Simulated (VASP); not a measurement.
# GaN (P6_3mc) in VASP: notebook

The runs below take GaN through single point, with PBEsol.

Program: VASP 6.6.1. These are calculated values, not measurements. Logs are shortened: lines on timing, memory, paths and dates and some standing lists are left out, and cuts for length are marked.

## (1) The cell of the first run

Symmetry: P6_3mc, No. 186, hexagonal system. The conventional cell has a = 3.111 Å, b = 3.111 Å, c = 5.069 Å, α = 90.00°, β = 90.00°, γ = 120.00°. Within 2.5 Å of Ga (site symmetry 3m) lie 4 N at 1.90 to 1.91 Å. N (site symmetry 3m) has 4 Ga at 1.90 to 1.91 Å within 2.5 Å.

## (2) Single point, PBEsol

File INCAR:

```
SYSTEM = GaN
PREC = Accurate
ENCUT = 520
EDIFF = 1E-6
ISMEAR = 0
SIGMA = 0.01
LREAL = .FALSE.
LASPH = .TRUE.
NELM = 100
ALGO = Normal
ISIF = 2
LWAVE = .FALSE.
LCHARG = .FALSE.
GGA = PS
NBANDS = 26
```

File KPOINTS:

```
regular mesh
0
G
  8 8 4
  0 0 0
```

File POSCAR:

```
GaN
1.0
    3.1105091416      0.0000000000      0.0000000000
   -1.5552545708      2.6937799353      0.0000000000
    0.0000000000      0.0000000000      5.0691696712
Ga N
2 2
Direct
    0.3333333333      0.6666666667     -0.0006769574
    0.6666666667      0.3333333333      0.4993230426
    0.3333333333      0.6666666667      0.3756769574
    0.6666666667      0.3333333333      0.8756769574
```

Potentials or basis: VASP PAW PBE potentials, release 64 (Ga_d, N).

Started as:

```
> cat potpaw_PBE.64/Ga_d/POTCAR potpaw_PBE.64/N/POTCAR > POTCAR
> mpirun -np 1 vasp_std > vasp.out
```

OUTCAR:

```text
SYSTEM = GaN
   PREC = Accurate
   ENCUT = 520
   EDIFF = 1E-6
   ISMEAR = 0
   LREAL = .FALSE.
   LASPH = .TRUE.
   NELM = 100
   ISIF = 2
   GGA = PS

 ion  position               nearest neighbor table
   1  0.333  0.667  0.999-   4 1.90   4 1.90   4 1.90   3 1.91
   2  0.667  0.333  0.499-   3 1.90   3 1.90   3 1.90   4 1.91
   3  0.333  0.667  0.376-   2 1.90   2 1.90   2 1.90   1 1.91
   4  0.667  0.333  0.876-   1 1.90   1 1.90   1 1.90   2 1.91

  LATTYP: Found a hexagonal cell.
 ALAT       =     3.1105091416
 C/A-ratio  =     1.6296912950

  Lattice vectors:

 A1 = (   3.1105091416,   0.0000000000,   0.0000000000)
 A2 = (  -1.5552545708,   2.6937799353,   0.0000000000)
 A3 = (   0.0000000000,   0.0000000000,   5.0691696712)

Analysis of symmetry for initial positions (statically):
=====================================================================
 Subroutine PRICEL returns:
 Original cell was already a primitive cell.

 Routine SETGRP: Setting up the symmetry group for a
 hexagonal supercell.

 Subroutine GETGRP returns: Found 12 space group operations
 (whereof  6 operations were pure point group operations)
 out of a pool of 24 trial point group operations.

The static configuration has the point symmetry C_3v.
 The point group associated with its full space group is C_6v.

Analysis of symmetry for dynamics (positions and initial velocities):
=====================================================================
 Subroutine PRICEL returns:
 Original cell was already a primitive cell.

 Routine SETGRP: Setting up the symmetry group for a
 hexagonal supercell.

 Subroutine GETGRP returns: Found 12 space group operations
 (whereof  6 operations were pure point group operations)
 out of a pool of 24 trial point group operations.

The dynamic configuration has the point symmetry C_3v.
 The point group associated with its full space group is C_6v.

 Subroutine INISYM returns: Found 12 space group operations
 (whereof  6 operations are pure point group operations),
 and found     1 'primitive' translations

----------------------------------------------------------------------------------------

                                     Primitive cell
[... 90 lines left out ...]
   LNONCOLLINEAR =      F non collinear calculations
   LSORBIT =      F    spin-orbit coupling
   LASPH  =      T    aspherical Exc in radial PAW
   ENCUT  =  520.0 eV  38.22 Ry    6.18 a.u.   5.78  5.78  9.43*2*pi/ulx,y,z
   NELM   =    100;   NELMIN=  2; NELMDL= -5     # of ELM steps
   EDIFF  = 0.1E-05   stopping-criterion for ELM
   LREAL  =      F    real-space projection
   EDIFFG = 0.1E-04   stopping-criterion for IOM
   NSW    =      0    number of steps for IOM
   IBRION =     -1    ionic relax: 0-MD 1-quasi-New 2-CG
   NFREE  =      0    steps in history (QN), initial steepest desc. (CG)
   ISIF   =      2    stress and relaxation
   ISYM   =      2    0-nonsym 1-usesym 2-fastsym
   POTIM  = 0.5000    time-step for ionic-motion
   TEBEG  =    0.0;   TEEND  =   0.0 temperature during run
   PSTRESS=    0.0 pullay stress
   NELECT =      36.0000    total number of electrons
   NUPDOWN=      -1.0000    fix difference up-down
   EMIN   =  10.00;   EMAX   =-10.00  energy-range for DOS
   EFERMI =   0.00;   METHOD = LEGACY
   ISMEAR =     0;   SIGMA  =   0.01  broadening in eV -4-tet -1-fermi 0-gaus
   EFERMI_NEDOS =   21; number of points for ismear=-14 and -15
   IALGO  =     38    algorithm
   IMIX   =      4    mixing-type and parameters
     AMIX     =   0.40;   BMIX     =  1.00
     AMIX_MAG =   1.60;   BMIX_MAG =  1.00
  volume/ion in A,a.u.               =      10.62        71.66
  Fermi-wavevector in a.u.,A,eV,Ry     =   1.549288  2.927730 32.657978  2.400294
  Thomas-Fermi vector in A             =   2.654117
   LORBIT       =      0    0 simple, 1 ext, 2 COOP (PROOUT), +10 PAW based schemes
   GGA     = PS    functional components
   LHFCALC =     F    Hartree Fock is set to
   AEXX    =    0.0000 exact exchange contribution
   IVDW    =     0    specifies the selected vdW correction
   LEPSILON=     F    determine dielectric tensor
   LRPA    =     F    only Hartree local field effects (RPA)
 non-spin polarized calculation
 Gauss-broadening in eV      SIGMA  =   0.01
  energy-cutoff  :      520.00
  volume of cell :       42.47
 maximum number of plane-waves:      1182
 NGX is ok and might be reduce to    24
   NGX = 11   NGY = 11   NGZ = 19

 number of electron      36.0000019 magnetization

 Free energy of the ion-electron system (eV)
  ---------------------------------------------------
  ext. energy  EPLUGINS =         0.00000000
  ---------------------------------------------------
  free energy    TOTEN  =       -26.13832288 eV

  energy without entropy =      -26.13832288  energy(sigma->0) =      -26.13832288

 E-fermi :   6.0890     XC(G=0): -12.3019

 val. band max:        6.0177320806   @ k =   0.0000   0.0000   0.0000
 cond. band min:       8.3646740961   @ k =   0.0000   0.0000   0.0000
 fundamental gap:      2.3469420155
 Fermi energy:         6.0890067536

 k-point     1 :       0.0000    0.0000    0.0000
  band No.  band energies     occupation
      1     -10.6231      2.00000
      2      -9.4273      2.00000
      3      -7.4722      2.00000
      4      -7.4530      2.00000
      5      -7.4530      2.00000
      6      -7.3754      2.00000
[... 685 lines left out ...]
     25      18.5875      0.00000
     26      18.5875      0.00000

 [... further k-points ...]

------------------------ aborting loop because EDIFF is reached ----------------------------------------

  FORCE on cell =-STRESS in cart. coord.  units (eV):
  Direction    XX          YY          ZZ          XY          YZ          ZX
  --------------------------------------------------------------------------------------
  -------------------------------------------------------------------------------------
  Total        3.8950354      3.8950354      3.9129879      0.0000000      0.0000000      0.0000000
  in kB      146.9236007    146.9236007    147.6007848      0.0000000      0.0000000      0.0000000
  external PRESSURE =     147.1493287 kB  Pullay stress =       0.0000000 kB

 VOLUME and BASIS-vectors are now :
 -----------------------------------------------------------------------------
  energy-cutoff  :      520.00
  volume of cell :       42.47
      direct lattice vectors                 reciprocal lattice vectors
     3.110509142  0.000000000  0.000000000     0.321490777  0.185612786  0.000000000
    -1.555254571  2.693779935  0.000000000     0.000000000  0.371225573  0.000000000
     0.000000000  0.000000000  5.069169671     0.000000000  0.000000000  0.197270966

 POSITION                                       TOTAL-FORCE (eV/Angst)
 -----------------------------------------------------------------------------------
     -0.00000      1.79585      5.06574         0.000000      0.000000      0.000018
      1.55525      0.89793      2.53115        -0.000000      0.000000      0.000018
     -0.00000      1.79585      1.90437         0.000000     -0.000000     -0.000018
      1.55525      0.89793      4.43896        -0.000000      0.000000     -0.000018
 -----------------------------------------------------------------------------------
    total drift:                               -0.000000     -0.000000      0.000408

  FREE ENERGIE OF THE ION-ELECTRON SYSTEM (eV)
  ---------------------------------------------------
  free  energy   TOTEN  =       -26.1383228798 eV

  energy  without entropy=      -26.1383228798  energy(sigma->0) =      -26.13832288
```

stdout:

```text
POSCAR found type information on POSCAR GaN
 POSCAR found :  2 types and       4 ions
 scaLAPACK will be used
 -----------------------------------------------------------------------------
|                                                                             |
|                                                                             |
|     You enforced a specific xc type in the INCAR file but a different       |
|     I HOPE YOU KNOW WHAT YOU ARE DOING!                                     |
|                                                                             |
 -----------------------------------------------------------------------------

 LDA part: xc-table for (Slater+PW92), standard interpolation
 POSCAR, INCAR and KPOINTS ok, starting setup
 FFT: planning ... GRIDC
 FFT: planning ... GRID_SOFT
 FFT: planning ... GRID
 WAVECAR not read
 entering main loop
```

Run time: 16 s. Hardware: 1 thread of Intel Xeon Platinum 8488C (Sapphire Rapids), shared host; peak memory 0.17 GiB.

Results:

| Item | Value |
| --- | --- |
| Free energy | -26.1383 eV |
| Pressure | 14.7 GPa |
| Band gap on the k mesh | 2.35 eV, direct |

Caveat: the PAW data sets were made with another functional, which shifts forces and pressure a little. A hybrid or GW would open this gap; PBEsol tends to underestimate it.

## (3) Single point, PBEsol

This run uses another cell than the first one, of 10.99 Å³/atom, 1.035 times its volume.

File INCAR:

```
PREC     = Accurate       # precision mode
ENCUT    = 520            # plane-wave cutoff, eV
EDIFF    = 1E-6           # SCF threshold, eV
ISMEAR   = 0              # smearing method
SIGMA    = 0.01           # smearing width, eV
LREAL    = F              # projectors in reciprocal space
LASPH    = T              # aspherical terms in the spheres
NELM     = 100            # most SCF steps
ALGO     = Normal         # electronic algorithm
ISIF     = 2              # what is computed and relaxed
LWAVE    = F              # write WAVECAR
LCHARG   = T              # write CHGCAR
GGA      = PS             # functional
LELF     = T              # ELF
LVHAR    = T            
NBANDS   = 26             # bands
```

File KPOINTS:

```
regular mesh
0
Gamma
  8 8 4
```

File POSCAR:

```
GaN
1.0
    3.1461869902      0.0000000000      0.0000000000
   -1.5730934951      2.7246778586      0.0000000000
    0.0000000000      0.0000000000      5.1264426238
Ga N
2 2
Direct
    0.3333333333      0.6666666667     -0.0007462060
    0.6666666667      0.3333333333      0.4992537940
    0.3333333333      0.6666666667      0.3757462060
    0.6666666667      0.3333333333      0.8757462060
```

Potentials or basis: VASP PAW PBE potentials, release 64 (Ga_d, N).

Started as:

```
> cat potpaw_PBE.64/Ga_d/POTCAR potpaw_PBE.64/N/POTCAR > POTCAR
> mpirun -np 1 vasp_std > vasp.out
```

It took 19 s on 1 thread of Intel Xeon Platinum 8488C (Sapphire Rapids), shared host; peak memory 0.17 GiB.

It converged, with:

```yaml
Free_energy: -26.2367 eV
Pressure: 6.8 GPa
Band_gap_on_the_k_mesh: 2.12 eV, direct
```

Levels at points of the mesh, in eV from the valence-band top:
```
           k point  band 16  band 17  band 18  band 19  band 20  band 21
(0.00, 0.00, 0.00)    -0.05     0.00     0.00     2.12     4.44     9.31
(0.50, 0.00, 0.00)    -2.91    -2.36    -1.06     5.04     5.70     6.05
(0.00, 0.00, 0.50)    -0.56    -0.56    -0.56     4.44     4.44     8.56
(0.50, 0.00, 0.50)    -2.06    -2.00    -2.00     4.41     4.41     7.92
```

Caveat: the PAW data sets were made with another functional, which shifts forces and pressure a little.

## (4) Single point, PBEsol

This run uses another cell than the first one, of 10.84 Å³/atom, 1.021 times its volume.

File INCAR:

```
SYSTEM = GaN
PREC     = Accurate       ! precision mode
ENCUT    = 520            ! plane-wave cutoff, eV
EDIFF    = 1E-6           ! SCF threshold, eV
ISMEAR   = 0              ! smearing method
SIGMA    = 0.01           ! smearing width, eV
LREAL    = .FALSE.        ! projectors in reciprocal space
LASPH    = .TRUE.         ! aspherical terms in the spheres
NELM     = 80             ! most SCF steps
ALGO     = Normal         ! electronic algorithm
ISIF     = 2              ! what is computed and relaxed
LWAVE    = .FALSE.        ! write WAVECAR
LCHARG   = .TRUE.         ! write CHGCAR
GGA      = PS             ! functional
LELF     = .TRUE.         ! ELF
LVHAR    = .TRUE.       
NBANDS   = 26             ! bands
```

File KPOINTS:

```
regular mesh
0
G
  8 8 4
  0 0 0
```

File POSCAR:

```
GaN
1.0
    3.1321802457      0.0000000000      0.0000000000
   -1.5660901228      2.7125476620      0.0000000000
    0.0000000000      0.0000000000      5.1039000636
Ga N
2 2
Direct
    0.3333333333      0.6666666667     -0.0007207688
    0.6666666667      0.3333333333      0.4992792312
    0.3333333333      0.6666666667      0.3757207688
    0.6666666667      0.3333333333      0.8757207688
```

Potentials or basis: VASP PAW PBE potentials, release 64 (Ga_d, N).

Started as:

```
> cat potpaw_PBE.64/Ga_d/POTCAR potpaw_PBE.64/N/POTCAR > POTCAR
> mpirun -np 1 vasp_std > vasp.out
```

OUTCAR:

```text
SYSTEM = GaN
   PREC = Accurate
   ENCUT = 520
   EDIFF = 1E-6
   ISMEAR = 0
   LREAL = .FALSE.
   LASPH = .TRUE.
   NELM = 80
   ISIF = 2
   GGA = PS

 ion  position               nearest neighbor table
   1  0.333  0.667  0.999-   4 1.92   4 1.92   4 1.92   3 1.92
   2  0.667  0.333  0.499-   3 1.92   3 1.92   3 1.92   4 1.92
   3  0.333  0.667  0.376-   2 1.92   2 1.92   2 1.92   1 1.92
   4  0.667  0.333  0.876-   1 1.92   1 1.92   1 1.92   2 1.92

  LATTYP: Found a hexagonal cell.
 ALAT       =     3.1321802457
 C/A-ratio  =     1.6295039440

  Lattice vectors:

 A1 = (   3.1321802457,   0.0000000000,   0.0000000000)
 A2 = (  -1.5660901228,   2.7125476620,   0.0000000000)
 A3 = (   0.0000000000,   0.0000000000,   5.1039000636)

Analysis of symmetry for initial positions (statically):
=====================================================================
 Subroutine PRICEL returns:
 Original cell was already a primitive cell.

 Routine SETGRP: Setting up the symmetry group for a
 hexagonal supercell.

 Subroutine GETGRP returns: Found 12 space group operations
 (whereof  6 operations were pure point group operations)
 out of a pool of 24 trial point group operations.

The static configuration has the point symmetry C_3v.
 The point group associated with its full space group is C_6v.

Analysis of symmetry for dynamics (positions and initial velocities):
=====================================================================
 Subroutine PRICEL returns:
 Original cell was already a primitive cell.

 Routine SETGRP: Setting up the symmetry group for a
 hexagonal supercell.

 Subroutine GETGRP returns: Found 12 space group operations
 (whereof  6 operations were pure point group operations)
 out of a pool of 24 trial point group operations.
[... 121 lines left out ...]
   ISMEAR =     0;   SIGMA  =   0.01  broadening in eV -4-tet -1-fermi 0-gaus
   EFERMI_NEDOS =   21; number of points for ismear=-14 and -15
   IALGO  =     38    algorithm
   IMIX   =      4    mixing-type and parameters
     AMIX     =   0.40;   BMIX     =  1.00
     AMIX_MAG =   1.60;   BMIX_MAG =  1.00
  volume/ion in A,a.u.               =      10.84        73.16
  Fermi-wavevector in a.u.,A,eV,Ry     =   1.538628  2.907585 32.210098  2.367375
  Thomas-Fermi vector in A             =   2.644970
   LORBIT       =      0    0 simple, 1 ext, 2 COOP (PROOUT), +10 PAW based schemes
   GGA     = PS    functional components
   LHFCALC =     F    Hartree Fock is set to
   AEXX    =    0.0000 exact exchange contribution
   IVDW    =     0    specifies the selected vdW correction
   LEPSILON=     F    determine dielectric tensor
   LRPA    =     F    only Hartree local field effects (RPA)
 non-spin polarized calculation
 Gauss-broadening in eV      SIGMA  =   0.01
  energy-cutoff  :      520.00
  volume of cell :       43.36
 maximum number of plane-waves:      1184
 NGX is ok and might be reduce to    24
   NGX = 11   NGY = 11   NGZ = 19

 number of electron      36.0000035 magnetization

 Free energy of the ion-electron system (eV)
  ---------------------------------------------------
  ext. energy  EPLUGINS =         0.00000000
  ---------------------------------------------------
  free energy    TOTEN  =       -26.20647447 eV

  energy without entropy =      -26.20647447  energy(sigma->0) =      -26.20647447

 E-fermi :   5.8224     XC(G=0): -12.1878

 val. band max:        5.7747670556   @ k =   0.0000   0.0000   0.0000
 cond. band min:       7.9851382762   @ k =   0.0000   0.0000   0.0000
 fundamental gap:      2.2103712206
 Fermi energy:         5.8223566208

 k-point     1 :       0.0000    0.0000    0.0000
  band No.  band energies     occupation
      1     -10.6717      2.00000
      2      -9.5440      2.00000
      3      -7.6842      2.00000
      4      -7.6662      2.00000
      5      -7.6662      2.00000
      6      -7.5933      2.00000
[... 685 lines left out ...]
     25      18.1876      0.00000
     26      18.1876      0.00000

 [... further k-points ...]

------------------------ aborting loop because EDIFF is reached ----------------------------------------

  FORCE on cell =-STRESS in cart. coord.  units (eV):
  Direction    XX          YY          ZZ          XY          YZ          ZX
  --------------------------------------------------------------------------------------
  -------------------------------------------------------------------------------------
  Total        2.6309381      2.6309381      2.6447640      0.0000000      0.0000000      0.0000000
  in kB       97.2064161     97.2064161     97.7172450      0.0000000      0.0000000      0.0000000
  external PRESSURE =      97.3766924 kB  Pullay stress =       0.0000000 kB

 VOLUME and BASIS-vectors are now :
 -----------------------------------------------------------------------------
  energy-cutoff  :      520.00
  volume of cell :       43.36
      direct lattice vectors                 reciprocal lattice vectors
     3.132180246  0.000000000  0.000000000     0.319266428  0.184328558  0.000000000
    -1.566090123  2.712547662  0.000000000     0.000000000  0.368657117  0.000000000
     0.000000000  0.000000000  5.103900064     0.000000000  0.000000000  0.195928601

 POSITION                                       TOTAL-FORCE (eV/Angst)
 -----------------------------------------------------------------------------------
     -0.00000      1.80837      5.10022        -0.000000     -0.000000      0.000163
      1.56609      0.90418      2.54827         0.000000      0.000000      0.000163
     -0.00000      1.80837      1.91764        -0.000000      0.000000     -0.000163
      1.56609      0.90418      4.46959         0.000000      0.000000     -0.000163
 -----------------------------------------------------------------------------------
    total drift:                               -0.000001     -0.000001      0.000514

  FREE ENERGIE OF THE ION-ELECTRON SYSTEM (eV)
  ---------------------------------------------------
  free  energy   TOTEN  =       -26.2064744665 eV

  energy  without entropy=      -26.2064744665  energy(sigma->0) =      -26.20647447
```

Wall time 20 s (1 thread of Intel Xeon Platinum 8488C (Sapphire Rapids), shared host); peak memory 0.16 GiB.

What came out:

```
Free energy            : -26.2065 eV
Pressure               : 9.7 GPa
Band gap on the k mesh : 2.21 eV, direct
```

Levels at points of the mesh, in eV from the valence-band top:
```
           k point  band 16  band 17  band 18  band 19  band 20  band 21
(0.00, 0.00, 0.00)    -0.05     0.00     0.00     2.21     4.53     9.39
(0.50, 0.00, 0.00)    -2.96    -2.41    -1.08     5.08     5.76     6.10
(0.00, 0.00, 0.50)    -0.57    -0.57    -0.57     4.52     4.52     8.63
(0.50, 0.00, 0.50)    -2.10    -2.03    -2.03     4.45     4.45     8.00
```

Caveat: the PAW data sets were made with another functional, which shifts forces and pressure a little. Expect the measured gap to be larger: semilocal functionals such as PBEsol lack the derivative discontinuity.

## (5) The runs side by side

| cell | gap on the mesh (eV) | pressure (GPa) |
| --- | --- | --- |
| a = 3.111, b = 3.111, c = 5.069 Å, angles 90.0, 90.0, 120.0°, 4 atoms | 2.35 | 14.7 |
| a = 3.146, b = 3.146, c = 5.126 Å, angles 90.0, 90.0, 120.0°, 4 atoms | 2.12 | 6.8 |
| a = 3.132, b = 3.132, c = 5.104 Å, angles 90.0, 90.0, 120.0°, 4 atoms | 2.21 | 9.7 |

Alike in all rows: task single point; level PBEsol; potentials or basis VASP PAW PBE potentials, release 64 (Ga_d, N); no spin polarisation; k mesh 8 × 8 × 4; cutoff (eV) 520; smearing gaussian 0.01 eV.

Caveats: the PAW data sets were made with another functional, which shifts forces and pressure a little.

Absolute energies hang on the potentials; compare differences alone.
